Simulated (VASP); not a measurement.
Set up this calculation in VASP 6.6.1, as the native input.

```yaml
Task: single point
Functional: PBE
Potentials_or_basis: VASP PAW PBE potentials, release 64 (Zr_sv, Pd, Se)
Cutoff: 520 eV
k_mesh: 8 × 8 × 8
Occupations: gaussian, width 0.1 eV
Spin: no spin polarisation
Dipole_correction: no
Further_INCAR_settings: ALGO = Normal; EDIFF = 1e-06; NBANDS = 32
```

The structure of ZrPdSe4 lies in POSCAR:

```
ZrPdSe4
1.0
    0.0000000000      3.9345371374      3.9345371374
    3.9345371374      0.0000000000      3.9345371374
    3.9345371374      3.9345371374      0.0000000000
Zr Pd Se
1 1 4
Direct
    0.2500000000      0.2500000000      0.2500000000
    0.0000000000      0.0000000000      0.0000000000
    0.6250906737      0.6250906737      0.6250906737
    0.6250906737      0.6250906737      0.1247279790
    0.6250906737      0.1247279790      0.6250906737
    0.1247279790      0.6250906737      0.6250906737
```

The cell was generated, and may not be a known phase.

One way to write it, as run:

INCAR

```
SYSTEM = ZrPdSe4
PREC = Accurate ; ENCUT = 520
EDIFF = 1E-6 ; ISMEAR = 0
SIGMA = 0.1 ; LREAL = .False.
LASPH = .True. ; NELM = 100
ALGO = Normal ; ISIF = 2
LWAVE = .False. ; LCHARG = .True.
GGA = PE ; LELF = .True.
LVHAR = .True. ; NBANDS = 32
```

KPOINTS

```
Automatic mesh
0
Gamma
  8 8 8
  0 0 0
```

Potentials or basis: VASP PAW PBE potentials, release 64 (Zr_sv, Pd, Se).

The run is started by

```sh
$ cat potpaw_PBE.64/Zr_sv/POTCAR potpaw_PBE.64/Pd/POTCAR potpaw_PBE.64/Se/POTCAR > POTCAR
$ mpirun -np 1 vasp_std > vasp.out
```

Results of the run:

```json
{
 "Pressure": "0.0 GPa",
 "Largest force": "0.004 eV/Å",
 "Band gap on the k mesh": "zero (bands 23 and 24 overlap by 1.05 eV)"
}
```

It took 2.5 min on 1 thread of Intel(R) Xeon(R) Platinum 8375C CPU @ 2.90GHz (Ice Lake) (shared host), peak memory 0.32 GiB.
